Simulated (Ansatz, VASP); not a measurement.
One calculation of Co, two programs

File INCAR:

```
PREC = Accurate ; ENCUT = 600
EDIFF = 1E-6 ; ISMEAR = -1
SIGMA = 0.05 ; LREAL = False
LASPH = True ; NELM = 200
ALGO = Normal ; ISIF = 2
LWAVE = False ; LCHARG = True
ISPIN = 2 ; MAGMOM = 2 2
LORBIT = 11 ; LMAXMIX = 4
GGA = CA ; LELF = True
LVHAR = True ; NBANDS = 28
GGA_COMPAT = False
```

KPOINTS

```
Automatic mesh
0
Gamma
  12 12 7
```

The input POSCAR:

```
Co
1.0
    2.4365880777      0.0000000000      0.0000000000
   -1.2182940388      2.1101471738      0.0000000000
    0.0000000000      0.0000000000      3.9803419532
Co
2
Direct
    0.3333333333      0.6666666667      0.7401390000
    0.6666666667      0.3333333333      0.2598610000
```

Contents of input.yaml:

```yaml
crystal:
  lattice:
    - [2.4365880777, 0.0, 0.0]
    - [-1.2182940388, 2.1101471738, 0.0]
    - [0.0, 0.0, 3.9803419532]
  atoms:
    - { symbol: Co, position: [0.3333333333, 0.6666666667, 0.740139], spin: 2.0 }
    - { symbol: Co, position: [0.6666666667, 0.3333333333, 0.259861], spin: 2.0 }
hamiltonian:
  xc: lda
  pseudopotentials: { kind: paw }
magnetization:
  spin_polarized: true
kpoints:
  mp_grid: { grid: [12, 12, 7] }
scf:
  occupations: { method: fermi_dirac, width: 0.05 }
output:
  forces: true
  stress: true
  eigenvalues: true
```

Alike in both runs: task single point; functional LDA; k mesh 12 × 12 × 7; occupations fermi-dirac, width 0.05 eV; collinear spin.

|  | VASP | Ansatz |
| --- | --- | --- |
| version | VASP 6.6.1 | Ansatz 0.2.0 |
| potentials or method | VASP PAW LDA potentials, release 64 (Co_sv) | Ansatz PAW |
| plane-wave cutoff (eV) | 600 | 420 |
| valence electrons in the cell | 34 | 34 |

|  | VASP | Ansatz | Ansatz less VASP |
| --- | --- | --- | --- |
| gap on the k mesh at the Fermi level (eV) | none | none | - |
| pressure (GPa) | -8.8 | -5.1 | +3.70 |
| traceless stress, the component that is largest in VASP (GPa) | -1.91 | -1.96 | -0.050 |
| rms of the force components (eV/Å) | 0.371 | 0.365 | -0.0062 |
| net moment per atom (μB) | 1.49 | 1.51 | +0.015 |
| size of the moment on the site where the two differ most (μB) | 1.52 | 1.55 | +0.030 |

LDA's correlation is that of Perdew and Zunger in VASP and of Perdew and Wang (1992) in Ansatz. Site moments also hang on the region over which each program counts them. Atom by atom the forces differ by 0.006 eV/Å (rms over components). A gap of «none» marks a metal or a gap that the smearing closes.
